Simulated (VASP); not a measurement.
Crystal: InSb3.

```
In Sb
1.0
     0.00000    3.72792    3.72792
     3.72792    0.00000    3.72792
     3.72792    3.72792    0.00000
In Sb
1 3
Direct
  0.00000 0.00000 0.00000
  0.25000 0.25000 0.25000
  0.75000 0.75000 0.75000
  0.50000 0.50000 0.50000
```

```yaml
Program: VASP 6.6.1
Task: relaxation of cell and atoms
Functional: PBE
Potentials_or_basis: VASP PAW PBE potentials, release 64 (In_d, Sb)
Cutoff: 600 eV
k_mesh: 10 × 10 × 10
Occupations: gaussian, width 0.1 eV
Spin: no spin polarisation
```

At the start: pressure 2.9 GPa; volume 25.90 Å³/atom.

How do energy, volume and symmetry change on relaxing?

Over 3 steps the energy falls by 11.3 meV/atom and the volume is 27.20 Å³/atom (+5.0 %); space group Fm-3m (No. 225, to 0.05 Å).

Step by step:
```csv
step,energy change (eV),largest force (eV/Å),pressure (GPa),volume (Å³)
1,0.0000,0.0000,2.93,103.62
2,-0.0387,0.0000,-0.96,110.89
3,-0.0452,0.0000,0.01,108.79
```

Final structure:
```
CELL_PARAMETERS angstrom
0.00000 3.78897 3.78897
3.78897 0.00000 3.78897
3.78897 3.78897 0.00000
ATOMIC_POSITIONS crystal
In 0.00000 0.00000 0.00000
Sb 0.25000 0.25000 0.25000
Sb 0.75000 0.75000 0.75000
Sb 0.50000 0.50000 0.50000
```
